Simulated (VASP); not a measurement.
A run of VASP 6.6.1 is set up as follows.

Contents of INCAR:

```
PREC = Accurate ; ENCUT = 520
EDIFF = 1E-7 ; ISMEAR = 0
SIGMA = 0.1 ; LREAL = F
LASPH = T ; NELM = 100
ALGO = Normal ; ISIF = 2
LWAVE = F ; LCHARG = F
GGA = PE ; NBANDS = 30
```

Contents of KPOINTS:

```
regular mesh
0
Gamma
  3 3 3
```

Contents of POSCAR:

```
La3O2
1.0
    3.7718035600      2.1776518000      3.0049039600
   -3.7718035600      2.1776518000      3.0049039600
    0.0000000000     -4.3553036000      3.0049039600
La O
3 2
Direct
    0.0000000000      0.5000000000      0.0000000000
    0.0000000000      0.0000000000      0.5000000000
    0.5000000000      0.0000000000      0.0000000000
    0.8187567600      0.8187567600      0.8187567600
    0.1812432400      0.1812432400      0.1812432400
```

Potentials or basis: VASP PAW PBE potentials, release 64 (La, O).

The run is started by

```sh
$ cat potpaw_PBE.64/La/POTCAR potpaw_PBE.64/O/POTCAR > POTCAR
$ mpirun -np 1 vasp_std > vasp.out
```

Estimate the pressure.

11.5 GPa.

Predict the largest force.

0.016 eV/Å.

Forces on the atoms (eV/Å):
```
La   0.000  0.000  0.000
La   0.000  0.000  0.000
La   0.000  0.000  0.000
O    0.000  0.000  0.016
O    0.000  0.000 -0.016
```

Caveat: the k points lie up to 0.40 Å⁻¹ apart; an odd number of electrons without spin polarisation forces a metal; a magnetic or distorted state may lie lower.
